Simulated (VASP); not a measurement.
A run of VASP 6.6.1 is set up as follows.

INCAR

```
ALGO = Normal
EDIFF = 1E-6
ENCUT = 520
GGA = PE
ISIF = 2
ISMEAR = 0
LASPH = T
LCHARG = F
LREAL = F
LWAVE = F
NBANDS = 27
NELM = 80
PREC = Accurate
SIGMA = 0.05
```

File KPOINTS:

```
k-points
0
Gamma
  12 12 6
```

File POSCAR:

```
MnS
1.0
    3.4515860431      0.0000000000      0.0000000000
   -1.7257930215      2.9891611967      0.0000000000
    0.0000000000      0.0000000000      6.0125762170
Mn S
2 2
Direct
    0.3333333333      0.6666666667      0.0104739061
    0.6666666667      0.3333333333      0.5104739061
    0.3333333333      0.6666666667      0.3745260939
    0.6666666667      0.3333333333      0.8745260939
```

Potentials or basis: VASP PAW PBE potentials, release 64 (Mn_pv, S).

Launch:

```console
$ cat potpaw_PBE.64/Mn_pv/POTCAR potpaw_PBE.64/S/POTCAR > POTCAR
$ mpirun -np 1 vasp_std > vasp.out
```

(1) Predict the band gap on the k mesh.

(2) What does it give for the pressure?

Answers

(1) zero (band 19 reaches 8.14 eV, above the bottom of band 20 at 6.94 eV).

(2) 0.1 GPa.

Caveat: the run has no spin polarisation, though such a crystal can be magnetic; semilocal functionals often make such compounds metallic where correlation or magnetic order opens a gap, which also shifts bond lengths.
